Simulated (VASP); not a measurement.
Runs of VASP 6.6.1 on C. The structure is that of space group Fmmm (No. 69), or close to it. The cells are those of the table. 

```tsv
cell	pressure (GPa)	largest force (eV/Å)
a = 4.019, b = 3.648, c = 2.382 Å, angles 80.6, 63.6, 35.8°, 2 atoms	29.7	0.02
a = 3.924, b = 3.519, c = 2.456 Å, angles 80.0, 62.0, 38.0°, 2 atoms	(b)	0.03
a = 4.052, b = 3.661, c = 2.456 Å, angles 80.3, 63.0, 36.7°, 2 atoms	0.8	0.02
a = 3.865, b = 3.466, c = 2.419 Å, angles 79.9, 62.0, 38.1°, 2 atoms	(a)	0.03
a = 3.848, b = 3.459, c = 2.382 Å, angles 80.1, 62.3, 37.6°, 2 atoms	32.3	0.03
a = 3.976, b = 3.601, c = 2.382 Å, angles 80.5, 63.3, 36.2°, 2 atoms	30.3	0.02
a = 3.890, b = 3.506, c = 2.382 Å, angles 80.2, 62.7, 37.1°, 2 atoms	31.6	0.03
a = 3.917, b = 3.485, c = 2.530 Å, angles 79.5, 61.0, 39.4°, 2 atoms	-21.4	0.04
a = 4.009, b = 3.613, c = 2.456 Å, angles 80.2, 62.6, 37.1°, 2 atoms	1.0	0.03
a = 4.001, b = 3.579, c = 2.530 Å, angles 79.8, 61.7, 38.5°, 2 atoms	(c)	0.03
```

Alike in all rows: task single point; level r2SCAN; potentials or basis VASP PAW PBE potentials, release 64 (C); no spin polarisation; k mesh 14 × 14 × 14; cutoff (eV) 520; smearing gaussian 0.05 eV.

**Question.** Fill in the values left out.

**Answer.** (a) 15.9; (b) 1.3; (c) -21.2.

Caveats: the PAW data sets were made with another functional, which shifts forces and pressure a little; the cell stands under pressure (at least some runs); the cell stands under tension (at least some runs).
